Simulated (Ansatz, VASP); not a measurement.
**Two plane-wave programs on PbO**

INCAR

```
  PREC = Accurate
  ENCUT = 520
  EDIFF = 1E-6
  ISMEAR = -1
  SIGMA = 0.05
  LREAL = False
  LASPH = True
  NELM = 100
  ALGO = Normal
  ISIF = 2
  LWAVE = False
  LCHARG = False
  GGA = PS
  NBANDS = 50
```

KPOINTS

```
regular mesh
0
Gamma
  5 5 6
```

POSCAR

```
PbO
1.0
    5.8760000000      0.0000000000      0.0000000000
    0.0000000000      5.4760000000      0.0000000000
    0.0000000000      0.0000000000      4.7430000000
Pb O
4 4
Direct
    0.7690000000      0.5140000000      0.2500000000
    0.2310000000      0.4860000000      0.7500000000
    0.7690000000      0.9860000000      0.7500000000
    0.2310000000      0.0140000000      0.2500000000
    0.1320000000      0.5820000000      0.2500000000
    0.8680000000      0.4180000000      0.7500000000
    0.1320000000      0.9180000000      0.7500000000
    0.8680000000      0.0820000000      0.2500000000
```

input.yaml

```yaml
crystal:
  lattice:
    - [5.876, 0.0, 0.0]
    - [0.0, 5.476, 0.0]
    - [0.0, 0.0, 4.743]
  atoms:
    - { symbol: Pb, position: [0.769, 0.514, 0.25] }
    - { symbol: Pb, position: [0.231, 0.486, 0.75] }
    - { symbol: Pb, position: [0.769, 0.986, 0.75] }
    - { symbol: Pb, position: [0.231, 0.014, 0.25] }
    - { symbol: O, position: [0.132, 0.582, 0.25] }
    - { symbol: O, position: [0.868, 0.418, 0.75] }
    - { symbol: O, position: [0.132, 0.918, 0.75] }
    - { symbol: O, position: [0.868, 0.082, 0.25] }
hamiltonian:
  xc: pbesol
  pseudopotentials: { kind: paw }
kpoints:
  mp_grid: { grid: [5, 5, 6] }
scf:
  occupations: { method: fermi_dirac, width: 0.05 }
output:
  forces: true
  stress: true
  eigenvalues: true
```

Alike in both runs: task single point; functional PBEsol; k mesh 5 × 5 × 6; occupations fermi-dirac, width 0.05 eV; no spin polarisation.

|  | VASP | Ansatz |
| --- | --- | --- |
| version | VASP 6.6.1 | Ansatz 0.2.0 |
| potentials or method | VASP PAW PBE potentials, release 64 (Pb_d, O) | Ansatz PAW |
| plane-wave cutoff (eV) | 520 | 420 |
| valence electrons in the cell | 80 | 80 |

|  | VASP | Ansatz | Ansatz less VASP |
| --- | --- | --- | --- |
| gap on the k mesh at the Fermi level (eV) | 1.89 | 1.90 | +0.003 |
| least direct gap on the mesh (eV) | 2.08 | 2.08 | +0.002 |
| pressure (GPa) | -1.8 | -1.8 | -0.05 |
| traceless stress, the component that is largest in VASP (GPa) | 4.43 | 4.27 | -0.161 |
| rms of the force components (eV/Å) | 0.503 | 0.498 | -0.0051 |

VASP's potentials were made for PBE, not for PBEsol. Atom by atom the forces differ by 0.022 eV/Å (rms over components). With one functional, cell and mesh, what is left measures potentials, basis and numerics.

Spin-orbit coupling is off throughout. Noted on Ansatz's run: odd divisions of the mesh miss points on the zone boundary, where band edges often lie, so the gap on the mesh can be too wide.
